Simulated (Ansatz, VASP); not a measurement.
**Two plane-wave programs on P**

```
P
1.0
    -3.93961    3.93961    3.21762
     3.93961   -3.93961    3.21762
     3.93961    3.93961   -3.21762
P
8
Direct
  0.77670 0.02599 0.86939
  0.15660 0.90731 0.13061
  0.65731 0.40660 0.63061
  0.77599 0.02670 0.36939
  0.59340 0.22401 0.25070
  0.97330 0.34269 0.74930
  0.97401 0.84340 0.75070
  0.09269 0.22330 0.24930
```

Change from the starting cell: the structure that the rattled cell fell into.

Alike in both runs: functional PBE; k mesh 6 × 6 × 6; occupations gaussian, width 0.02 eV; no spin polarisation.

Ansatz relaxed the structure, and its values are those at the end. VASP's run is a single point on that final structure, the one shown.

|  | VASP | Ansatz |
| --- | --- | --- |
| version | VASP 6.6.1 | Ansatz 0.2.0 |
| potentials or method | VASP PAW PBE potentials, release 64 (P), cutoff 520 eV | scalar-relativistic, plane waves, PAW |
| valence electrons in the cell | 40 | 40 |

Ansatz gave:

- gap on the k mesh at the Fermi level (eV): 1.60
- least direct gap on the mesh (eV): 1.68
- pressure (GPa): 0.0
- rms of the force components (eV/Å): 0.001

Question: Which values does VASP return?

Answer: gap on the k mesh at the Fermi level (eV): 1.63; least direct gap on the mesh (eV): 1.71; pressure (GPa): -0.2; rms of the force components (eV/Å): 0.038.
